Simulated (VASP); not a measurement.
Set up this calculation in VASP 6.6.1, as the native input.

```yaml
Task: single point
Functional: RPBE
Dispersion: D3(BJ)
Potentials_or_basis: VASP PAW PBE potentials, release 64 (Mn_pv, O)
Cutoff: 520 eV
k_mesh: 10 × 10 × 10
Occupations: fermi-dirac, width 0.05 eV
Spin: collinear spin, ferromagnetic start
Starting_moments: "[4.0, 0.0] μB"
Dipole_correction: no
Further_INCAR_settings: ALGO = Normal; EDIFF = 1e-06; NBANDS = 20
```

The structure of MnO lies in POSCAR:

```
MnO
1.0
    0.0000000000      2.2269138636      2.2269138636
    2.2269138636      0.0000000000      2.2269138636
    2.2269138636      2.2269138636      0.0000000000
Mn O
1 1
Direct
    0.0000000000      0.0000000000      0.0000000000
    0.5000000000      0.5000000000      0.5000000000
```

The input as run:

INCAR

```
PREC = Accurate
ENCUT = 520
EDIFF = 1E-6
ISMEAR = -1
SIGMA = 0.05
LREAL = False
LASPH = True
NELM = 150
ALGO = Normal
ISIF = 2
LWAVE = False
LCHARG = True
ISPIN = 2
MAGMOM = 4 0
LORBIT = 11
LMAXMIX = 4
GGA = RP
IVDW = 12
LELF = True
LVHAR = True
NBANDS = 20
```

KPOINTS

```
Automatic mesh
0
Gamma
  10 10 10
```

Potentials or basis: VASP PAW PBE potentials, release 64 (Mn_pv, O).

Launch:

```sh
$ cat potpaw_PBE.64/Mn_pv/POTCAR potpaw_PBE.64/O/POTCAR > POTCAR
$ mpirun -np 1 vasp_std > vasp.out
```

It gave:

The pressure is 0.2 GPa, the net moment is 4.83 μB per cell and the site moments are Mn +4.38; O +0.20 μB. The valence electrons inside the program's atomic spheres are Mn 11.34; O 4.99 and the dispersion energy per atom is -1.412 eV.

Caveat: the PAW data sets were made with another functional, which shifts forces and pressure a little; a cell with one magnetic atom can't hold antiferromagnetic order, which such compounds often take; pairwise dispersion overbinds metals, which lowers pressure and volume.

Run time: 27 s on 1 thread of AMD EPYC 9R45 96-Core Processor (Zen 5) (shared host), peak memory 0.14 GiB.
